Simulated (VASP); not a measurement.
A run of VASP 6.6.1:

The input INCAR:

```
PREC = Accurate
ENCUT = 600
EDIFF = 1E-6
ISMEAR = 1
SIGMA = 0.1
LREAL = False
LASPH = True
NELM = 150
ALGO = Normal
ISIF = 3
LWAVE = False
LCHARG = False
ISPIN = 2
MAGMOM = 1.5 0
LORBIT = 11
LMAXMIX = 4
GGA = PS
IBRION = 2
NSW = 80
EDIFFG = -0.01
```

File KPOINTS:

```
regular mesh
0
Gamma
  8 8 8
```

Contents of POSCAR:

```
VOs
1.0
    3.0165700000      0.0000000000      0.0000000000
    0.0000000000      3.0165700000      0.0000000000
    0.0000000000      0.0000000000      3.0165700000
V Os
1 1
Direct
    0.0000000000      0.0000000000      0.0000000000
    0.5000000000      0.5000000000      0.5000000000
```

Potentials or basis: VASP PAW PBE potentials, release 64 (V_sv, Os).

Command:

```bash
$ cat potpaw_PBE.64/V_sv/POTCAR potpaw_PBE.64/Os/POTCAR > POTCAR
$ mpirun -np 1 vasp_std > vasp.out
```

Hardware: 1 thread of Oxide Virtual Turin-like Processor (shared host).

Task: Estimate the wall time of this run.

Result: It took 98 s on 1 thread of Oxide Virtual Turin-like Processor, on a shared host, peak memory 0.15 GiB. Counts: scf iterations 41, k points 35, ion steps 4.
